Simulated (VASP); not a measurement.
A run of VASP 6.6.1:

Contents of INCAR:

```
PREC = Accurate ; ENCUT = 520
EDIFF = 1E-6 ; ISMEAR = 0
SIGMA = 0.1 ; LREAL = F
LASPH = T ; NELM = 60
ALGO = Normal ; ISIF = 2
LWAVE = F ; LCHARG = F
GGA = PE ; NBANDS = 37
```

The input KPOINTS:

```
regular mesh
0
Gamma
  4 4 2
```

Contents of POSCAR:

```
ZrIn2Se3
1.0
    3.7435068300      0.0000000000      0.0000000000
    0.0000000000      3.7435068300      0.0000000000
    0.0000000000      0.0000000000     12.5138227900
Zr In Se
1 2 3
Direct
    0.5000000000      0.5000000000      0.5000000000
    0.5000000000      0.5000000000      0.8473602500
    0.5000000000      0.5000000000      0.1526397500
    0.0000000000      0.0000000000      0.0000000000
    0.0000000000      0.0000000000      0.7145522800
    0.0000000000      0.0000000000      0.2854477200
```

Potentials or basis: VASP PAW PBE potentials, release 64 (Zr_sv, In_d, Se).

Run with:

```bash
$ cat potpaw_PBE.64/Zr_sv/POTCAR potpaw_PBE.64/In_d/POTCAR potpaw_PBE.64/Se/POTCAR > POTCAR
$ mpirun -np 1 vasp_std > vasp.out
```

Hardware: 1 thread of Intel Xeon 8259CL (shared host).

Problem. Estimate the wall time of this run.

Solution. It took 3.8 min on 1 thread of Intel Xeon 8259CL, with other jobs on the host, peak memory 0.29 GiB. Counts: scf iterations 20, k points 12.
